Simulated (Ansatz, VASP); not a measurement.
NiO: VASP beside Ansatz

```xyz
4
Lattice="0.0000 2.1262 2.1262 2.1262 0.0000 2.1262 4.2493 4.2493 0.0030" Properties=species:S:1:pos:R:3 pbc="T T T"
Ni    0.0000    0.0000    0.0000
Ni    2.1247    2.1247    0.0015
O     2.1254    2.1254    2.1769
O     4.2501    4.2501    2.1284
```

Alike in both runs: task single point; functional PBE; k mesh 10 × 10 × 5; occupations gaussian, width 0.05 eV; collinear spin; Hubbard terms Ni d U = 6.2 eV.

|  | VASP | Ansatz |
| --- | --- | --- |
| version | VASP 6.6.1 | Ansatz 0.2.0 |
| potentials or method | VASP PAW PBE potentials, release 64 (Ni, O), cutoff 520 eV | scalar-relativistic, plane waves, PAW |
| valence electrons in the cell | 32 | 48 |

```csv
,VASP,Ansatz,Ansatz less VASP
gap on the k mesh at the Fermi level (eV),3.00,2.72,-0.275
least direct gap on the mesh (eV),3.59,3.39,-0.208
pressure (GPa),-7.9,0.1,+8.00
rms of the force components (eV/Å),0.120,0.134,+0.0142
net moment per atom (μB),0.00,0.00,0.000
size of the moment on the site where the two differ most (μB),1.76,1.68,-0.083
```

Site moments also hang on the region over which each program counts them. The programs project onto different local orbitals, so the same U acts differently, and such runs can settle in different states. VASP's potentials hold 32 valence electrons a cell and Ansatz's 48, so a difference there can come from the potentials and not from the codes.
